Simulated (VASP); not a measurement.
Write the native input for VASP 6.6.1 that does the following.

* Task: single point
* Functional: PBE
* Dispersion: D3(BJ)
* Potentials or basis: VASP PAW PBE potentials, release 64 (Se, W_sv)
* Cutoff: 520 eV
* k mesh: 9 × 9 × 1
* Occupations: gaussian, width 0.05 eV
* Spin: no spin polarisation
* Dipole correction: yes
* Further INCAR settings: ALGO = Normal; EDIFF = 1e-06; NBANDS = 35

The structure of WSe2 lies in POSCAR:

```
WSe2
1.0
    3.2854926884      0.0000000000      0.0000000000
   -1.6427463442      2.8453201321      0.0000000000
    0.0000000000      0.0000000000     24.2386466672
Se W
4 2
Direct
    0.3333333333      0.6666666667      0.1856539295
    0.3333333333      0.6666666667      0.3246601777
    0.3333333333      0.8333333333      0.4529676712
    0.3333333333      0.8333333333      0.5919739193
    0.6666666667      0.3333333333      0.2551570536
    0.6666666667      0.5000000000      0.5224707953
```

This cell differs from its parent crystal: layers slid over each other.

The input as run:

INCAR

```
SYSTEM = WSe2
PREC = Accurate
ENCUT = 520
EDIFF = 1E-6
ISMEAR = 0
SIGMA = 0.05
LREAL = .FALSE.
LASPH = .TRUE.
NELM = 60
ALGO = Normal
ISIF = 2
LWAVE = .FALSE.
LCHARG = .FALSE.
LDIPOL = .TRUE.
IDIPOL = 3
DIPOL = 0.5 0.5 0.389
GGA = PE
IVDW = 12
NBANDS = 35
```

KPOINTS

```
Automatic mesh
0
G
  9 9 1
  0 0 0
```

Potentials or basis: VASP PAW PBE potentials, release 64 (Se, W_sv).

Command:

```sh
$ cat potpaw_PBE.64/Se/POTCAR potpaw_PBE.64/W_sv/POTCAR > POTCAR
$ mpirun -np 1 vasp_std > vasp.out
```

Results of the run:

```json
{
  "Largest force": "0.403 eV/Å",
  "Band gap on the k mesh": "1.27 eV (least direct gap 1.62 eV)",
  "Dispersion energy per atom": "-0.400 eV"
}
```

Caveat: the cell differs from its parent crystal (layers slid over each other); spin-orbit coupling is left out, which moves the levels of the heavy elements.

Wall time 7.7 min on 1 thread of AMD EPYC 7R43 64-Core Processor (Zen 3), on a shared host, peak memory 0.37 GiB.
